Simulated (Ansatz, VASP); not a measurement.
**Two plane-wave programs on LiCl**

The input INCAR:

```
SYSTEM = LiCl
PREC = Accurate
ENCUT = 600
EDIFF = 1E-6
ISMEAR = 0
SIGMA = 0.02
LREAL = .False.
LASPH = .True.
NELM = 100
ALGO = Normal
ISIF = 3
LWAVE = .False.
LCHARG = .False.
GGA = PS
IBRION = 2
NSW = 70
EDIFFG = -0.005
```

The input KPOINTS:

```
regular mesh
0
Gamma
  9 9 4
  0 0 0
```

POSCAR

```
LiCl
1.0
    3.9253803159      0.0000000000      0.0000000000
   -1.9626901580      3.3994790731      0.0000000000
    0.0000000000      0.0000000000      6.2893925612
Li Cl
2 2
Direct
    0.6666666667      0.3333333333      0.8777888619
    0.3333333333      0.6666666667      0.3777888619
    0.6666666667      0.3333333333      0.4972121381
    0.3333333333      0.6666666667      0.9972121381
```

Input for Ansatz:

```yaml
crystal:
  lattice:
    - [3.9253803159, 0.0, 0.0]
    - [-1.962690158, 3.3994790731, 0.0]
    - [0.0, 0.0, 6.2893925612]
  atoms:
    - { symbol: Li, position: [0.6666666667, 0.3333333333, 0.8777888619] }
    - { symbol: Li, position: [0.3333333333, 0.6666666667, 0.3777888619] }
    - { symbol: Cl, position: [0.6666666667, 0.3333333333, 0.4972121381] }
    - { symbol: Cl, position: [0.3333333333, 0.6666666667, 0.9972121381] }
basis:
  ecutwfc: 420
kpoints:
  mp_grid: { grid: [9, 9, 4] }
hamiltonian:
  xc: pbesol
scf:
  occupations: { method: gaussian, width: 0.02 }
output:
  forces: true
  stress: true
  eigenvalues: true
relax:
  adjacent_minimum: "off"
  f_tol: 0.005
  max_steps: 50
  cell: { stress_tol: 0.05 }
```

Alike in both runs: task relaxation of cell and atoms; functional PBEsol; k mesh 9 × 9 × 4; occupations gaussian, width 0.02 eV; no spin polarisation.

|  | VASP | Ansatz |
| --- | --- | --- |
| version | VASP 6.6.1 | Ansatz 0.2.0 |
| potentials or method | VASP PAW PBE potentials, release 64 (Li_sv, Cl), cutoff 600 eV | scalar-relativistic, plane waves, PAW |
| valence electrons in the cell | 20 | 20 |

Ansatz gave:

- gap on the k mesh at the Fermi level, each at its own relaxed structure (eV): 5.85
- relaxed volume (Å³/atom): 20.13
- relaxed length of the cell vector where the two differ most in proportion (Å): 6.178

**Question.** What did VASP give for the same quantities?

**Answer.** gap on the k mesh at the Fermi level, each at its own relaxed structure (eV): 5.85; relaxed volume (Å³/atom): 20.13; relaxed length of the cell vector where the two differ most in proportion (Å): 6.179.

VASP's potentials were made for PBE, not for PBEsol.

Noted on VASP's run: the cutoff is under 1.25 times that of the potentials, so the pressure is a little rough.
